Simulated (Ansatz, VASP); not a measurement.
**One calculation of MnS, two programs**

```xyz
2
Lattice="0.0000 2.4735 2.4735 2.4735 0.0000 2.4735 2.4735 2.4735 0.0000" Properties=species:S:1:pos:R:3 pbc="T T T"
Mn    0.0000    0.0000    0.0000
S     3.7102    3.7102    3.7102
```

Alike in both runs: task relaxation of cell and atoms; functional PBEsol; dispersion D4; k mesh 9 × 9 × 9; occupations fermi-dirac, width 0.05 eV; collinear spin.

|  | VASP | Ansatz |
| --- | --- | --- |
| version | VASP 6.6.1 | Ansatz 0.2.0 |
| potentials or method | VASP PAW PBE potentials, release 64 (Mn_pv, S), cutoff 600 eV | all-electron LAPW, scalar-relativistic |

|  | VASP | Ansatz | Ansatz less VASP |
| --- | --- | --- | --- |
| net moment per atom (μB) | 0.09 | 0.10 | +0.008 |
| size of the moment on the site where the two differ most (μB) | 0.17 | 0.18 | +0.009 |
| relaxed volume (Å³/atom) | 14.57 | 14.55 | -0.022 |
| relaxed length of the cell vector where the two differ most in proportion (Å) | 3.454 | 3.453 | -0.0017 |

VASP's potentials were made for PBE, not for PBEsol. Site moments also hang on the region over which each program counts them. Ansatz ran all-electron here, and VASP with PAW potentials.
